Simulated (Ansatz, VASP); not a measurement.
## AgCl in VASP and in Ansatz

```
CELL_PARAMETERS angstrom
0.00000 2.86022 2.86022
2.86022 0.00000 2.86022
2.86022 2.86022 0.00000
ATOMIC_POSITIONS crystal
Ag 0.00000 0.00000 0.00000
Cl 0.50000 0.50000 0.50000
```

Change from the starting cell: volume scaled by 1.06, PAW files.

Alike in both runs: task electric field gradients; functional PBE; k mesh 12 × 12 × 12; occupations fermi-dirac, width 0.08 eV; no spin polarisation.

|  | VASP | Ansatz |
| --- | --- | --- |
| version | VASP 6.6.1 | Ansatz 0.2.0 |
| potentials or method | VASP PAW PBE potentials, release 64 (Ag, Cl) | PAW with Ansatz's default frozen-core files, scalar-relativistic |
| plane-wave cutoff (eV) | 520 | 420 |
| valence electrons in the cell | 18 | 26 |

Ansatz gave:

```
pressure (GPa) : -2.1
```

Task: What did VASP give for the same quantities?

Result: Pressure (GPa): -2.2.

VASP's potentials hold 18 valence electrons a cell and Ansatz's 26, so a difference there can come from the potentials and not from the codes.
